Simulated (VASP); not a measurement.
Wanted: the native input for a VASP 6.6.1 run.

```yaml
Task: single point
Functional: r2SCAN
Dispersion: rVV10
Potentials_or_basis: VASP PAW PBE potentials, release 64 (Pb_d, F)
Cutoff: 520 eV
k_mesh: 8 × 8 × 8
Occupations: fermi-dirac, width 0.03 eV
Spin: no spin polarisation
Dipole_correction: no
Further_INCAR_settings: ALGO = Normal; EDIFF = 1e-06; NBANDS = 21
```

The system is PbF2.

```
Pb F
1.0
     2.08297    1.20261    3.40240
    -2.08297    1.20261    3.40240
     0.00000   -2.40521    3.40240
Pb F
1 2
Direct
  0.00000 0.00000 0.00000
  0.75000 0.75000 0.75000
  0.25000 0.25000 0.25000
```

One way to write it, as run:

POSCAR

```
PbF2
1.0
    2.0829741676      1.2026056964      3.4024036787
   -2.0829741676      1.2026056964      3.4024036787
    0.0000000000     -2.4052113928      3.4024036787
Pb F
1 2
Direct
    0.0000000000      0.0000000000      0.0000000000
    0.7500019271      0.7500019271      0.7500019271
    0.2499980729      0.2499980729      0.2499980729
```

INCAR.step1

```
SYSTEM = PbF2
PREC = Accurate
ENCUT = 520
ISMEAR = -1
SIGMA = 0.03
LREAL = .False.
LASPH = .True.
NELM = 100
NBANDS = 21
GGA = PE
ALGO = Normal
EDIFF = 1E-4
LWAVE = .True.
LCHARG = .False.
```

INCAR.step2

```
SYSTEM = PbF2
PREC = Accurate
ENCUT = 520
EDIFF = 1E-6
ISMEAR = -1
SIGMA = 0.03
LREAL = .False.
LASPH = .True.
NELM = 100
ALGO = Normal
ISIF = 2
LWAVE = .False.
LCHARG = .False.
METAGGA = R2SCAN
LMIXTAU = .True.
LUSE_VDW = .True.
IVDW_NL = 2
BPARAM = 11.95
CPARAM = 0.0093
NBANDS = 21
ISTART = 1
```

KPOINTS

```
regular mesh
0
Gamma
  8 8 8
  0 0 0
```

Potentials or basis: VASP PAW PBE potentials, release 64 (Pb_d, F).

The run is started by

```sh
$ cat potpaw_PBE.64/Pb_d/POTCAR potpaw_PBE.64/F/POTCAR > POTCAR
$ cp INCAR.step1 INCAR
$ mpirun -np 1 vasp_std > vasp.out
$ cp INCAR.step2 INCAR
$ mpirun -np 1 vasp_std > vasp.out
```

It gave:

| Quantity | Value |
| --- | --- |
| Pressure | 0.1 GPa |
| Band gap on the k mesh | 4.88 eV (least direct gap 5.03 eV) |

Caveat: the PAW data sets were made with another functional, which shifts forces and pressure a little; spin-orbit coupling is left out, which moves the levels of the heavy elements.

Wall time 4.3 min on 1 thread of Intel Xeon 8259CL, with other jobs on the host, peak memory 0.36 GiB.
